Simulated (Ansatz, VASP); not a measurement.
## Mo3H in VASP and in Ansatz

```xyz
4
Lattice="2.7370 0.0000 0.0000 -0.9123 2.5805 0.0000 0.0000 0.0000 21.3082" Properties=species:S:1:pos:R:3 pbc="T T T"
Mo    0.9123    1.2903    4.0000
Mo    0.0000    0.0000    6.1542
Mo    0.9123    1.2903    8.3082
H     1.5206    2.1504    9.9482
```

Alike in both runs: task single point; functional PBE; k mesh 10 × 10 × 1; occupations gaussian, width 0.1 eV; collinear spin.

|  | VASP | Ansatz |
| --- | --- | --- |
| version | VASP 6.6.1 | Ansatz 0.2.0 |
| potentials or method | VASP PAW PBE potentials, release 64 (Mo_sv, H), cutoff 520 eV | scalar-relativistic, plane waves, PAW |
| valence electrons in the cell | 43 | 43 |

VASP gave:

```
gap on the k mesh at the Fermi level (eV)  : none
rms of the force components (eV/Å)         : 0.683
net moment per atom (μB)                   : 0.00
work function, face that differs most (eV) : 5.38
```

Question: What did Ansatz give for the same quantities?

Answer: gap on the k mesh at the Fermi level (eV): none; rms of the force components (eV/Å): 0.679; net moment per atom (μB): 0.00; work function, face that differs most (eV): 5.38.

Atom by atom the forces differ by 0.010 eV/Å (rms over components). A gap of «none» marks a metal or a gap that the smearing closes. Ansatz's warnings: seeded moment not kept.
